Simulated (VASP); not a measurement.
Input of a VASP 6.6.1 run:

Contents of INCAR:

```
SYSTEM = Sb
  PREC = Accurate
  ENCUT = 600
  EDIFF = 1E-6
  ISMEAR = -1
  SIGMA = 0.1
  LREAL = .FALSE.
  LASPH = .TRUE.
  NELM = 100
  ALGO = Normal
  ISIF = 3
  LWAVE = .FALSE.
  LCHARG = .FALSE.
  GGA = PE
  IBRION = 2
  NSW = 32
  EDIFFG = -0.005
  PSTRESS = 2200.0
```

The input KPOINTS:

```
regular mesh
0
G
  18 18 18
  0 0 0
```

Contents of POSCAR:

```
Sb
1.0
   -1.4949164229      1.4949164229      1.4949164229
    1.4949164229     -1.4949164229      1.4949164229
    1.4949164229      1.4949164229     -1.4949164229
Sb
1
Direct
    0.0000000000      0.0000000000      0.0000000000
```

Potentials or basis: VASP PAW PBE potentials, release 64 (Sb).

The run is started by

```sh
$ cat potpaw_PBE.64/Sb/POTCAR > POTCAR
$ mpirun -np 1 vasp_std > vasp.out
```

Task: Estimate the relaxed cell.

Result: a = 2.595 Å, b = 2.595 Å, c = 2.595 Å, α = 109.47°, β = 109.47°, γ = 109.47°.

Task: Estimate the relaxed volume.

Result: 13.45 Å³/atom.

Step by step:
```tsv
step	energy change (eV)	largest force (eV/Å)	pressure (GPa)	volume (Å³)
1	0.0000	0.0000	225.60	13.36
2	-1.1462	0.0000	174.11	14.29
3	-0.1277	0.0000	219.84	13.46
4	-0.1242	0.0000	219.99	13.45
```

Caveat: the cell is relaxed towards a set pressure, so the run minimises the enthalpy, not the energy; an odd number of electrons without spin polarisation forces a metal; a magnetic or distorted state may lie lower.
